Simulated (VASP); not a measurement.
A run of VASP 6.6.1 is set up as follows.

Contents of INCAR:

```
SYSTEM = B3N2
ALGO = Normal ; EDIFF = 1E-7
ENCUT = 520 ; GGA = PE
ISIF = 2 ; ISMEAR = 0
LASPH = .TRUE. ; LCHARG = .TRUE.
LELF = .TRUE. ; LREAL = .FALSE.
LVHAR = .TRUE. ; LWAVE = .FALSE.
NBANDS = 18 ; NELM = 60
PREC = Accurate ; SIGMA = 0.1
```

File KPOINTS:

```
k-points
0
G
  12 12 2
  0 0 0
```

POSCAR

```
B3N2
1.0
    2.4731634481      0.0000000000      0.0000000000
   -1.2365817241      2.1418223738      0.0000000000
    0.0000000000      0.0000000000     12.4259605394
B N
3 2
Direct
    0.0000000000      0.0000000000      0.0000000000
    0.3333333333      0.6666666667      0.6676872234
    0.6666666667      0.3333333333      0.3323127766
    0.3333333333      0.6666666667      0.3323567231
    0.6666666667      0.3333333333      0.6676432769
```

Potentials or basis: VASP PAW PBE potentials, release 64 (B, N).

Launch:

```sh
$ cat potpaw_PBE.64/B/POTCAR potpaw_PBE.64/N/POTCAR > POTCAR
$ mpirun -np 1 vasp_std > vasp.out
```

(1) Estimate the band gap on the k mesh.

(2) Predict the pressure.

Answers

(1) zero (an odd number of electrons rules out a gap without spin polarisation).

(2) -0.1 GPa.

Caveat: this functional lacks dispersion, which binds layers or chains, so the pressure and a relaxed spacing across them are unreliable; an odd number of electrons without spin polarisation forces a metal; a magnetic or distorted state may lie lower.
